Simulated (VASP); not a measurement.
Wanted: the native input for a VASP 6.6.1 run.

```
Task                   : single point
Functional             : PBEsol
Potentials or basis    : VASP PAW PBE potentials, release 64 (S, Mg)
Cutoff                 : 520 eV
k mesh                 : 8 × 8 × 8
Occupations            : fermi-dirac, width 0.05 eV
Spin                   : no spin polarisation
Dipole correction      : no
Further INCAR settings : ALGO = Normal; EDIFF = 1e-07; NBANDS = 11
```

The structure of MgS lies in POSCAR:

```
MgS
1.0
    0.0000000000      2.7034385678      2.7034385678
    2.7034385678      0.0000000000      2.7034385678
    2.7034385678      2.7034385678      0.0000000000
S Mg
1 1
Direct
    0.2500000000      0.2500000000      0.2500000000
    0.0000000000      0.0000000000      0.0000000000
```

The input as run:

INCAR

```
SYSTEM = MgS
ALGO = Normal
EDIFF = 1E-7
ENCUT = 520
GGA = PS
ISIF = 2
ISMEAR = -1
LASPH = .True.
LCHARG = .True.
LELF = .True.
LREAL = .False.
LVHAR = .True.
LWAVE = .False.
NBANDS = 11
NELM = 100
PREC = Accurate
SIGMA = 0.05
```

KPOINTS

```
k-points
0
Gamma
  8 8 8
  0 0 0
```

Potentials or basis: VASP PAW PBE potentials, release 64 (S, Mg).

Run with:

```bash
$ cat potpaw_PBE.64/S/POTCAR potpaw_PBE.64/Mg/POTCAR > POTCAR
$ mpirun -np 1 vasp_std > vasp.out
```

Results of the run:

The pressure is 10.0 GPa. The band gap on the k mesh is 3.56 eV, indirect (least direct gap 4.01 eV).

Caveat: the PAW data sets were made with another functional, which shifts forces and pressure a little.

Run time: 9.2 s on 1 thread of Intel(R) Xeon(R) Platinum 8488C (Sapphire Rapids) (shared host), peak memory 0.16 GiB.
